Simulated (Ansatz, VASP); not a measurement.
## One calculation of Na2Nb, two programs

```
Na Nb
1.0
    -3.26755    3.26755    2.71991
     3.26755   -3.26755    2.71991
     3.26755    3.26755   -2.71991
Na Nb
4 2
Cartesian
  1.0914 4.3589 0.0000
  2.1762 1.0914 0.0000
  2.1762 -1.0914 2.7199
  1.0914 2.1762 2.7199
  0.0000 0.0000 1.3600
  0.0000 0.0000 4.0799
```

Alike in both runs: task relaxation of cell and atoms; functional PBE; k mesh 4 × 4 × 4; occupations gaussian, width 0.1 eV; no spin polarisation.

```csv
,VASP,Ansatz
version,VASP 6.6.1,Ansatz 0.2.0
potentials or method,"VASP PAW PBE potentials, release 64 (Na_pv, Nb_sv), cutoff 600 eV","scalar-relativistic, plane waves, PAW"
valence electrons in the cell,54,62
```

Ansatz gave:

| Item | Value |
| --- | --- |
| gap on the k mesh at the Fermi level, each at its own relaxed structure (eV) | none |
| relaxed volume (Å³/atom) | 29.38 |
| relaxed length of the cell vector where the two differ most in proportion (Å) | 6.543 |

Task: Estimate VASP's values.

Result: gap on the k mesh at the Fermi level, each at its own relaxed structure (eV): none; relaxed volume (Å³/atom): 29.29; relaxed length of the cell vector where the two differ most in proportion (Å): 6.538.

A gap of «none» marks a metal or a gap that the smearing closes. VASP's potentials hold 54 valence electrons a cell and Ansatz's 62, so a difference there can come from the potentials and not from the codes.

The k mesh is coarse, so the values compare programs but aren't converged. Noted on VASP's run: the volume moved by over 15 % at a fixed basis, so the end points are rough.
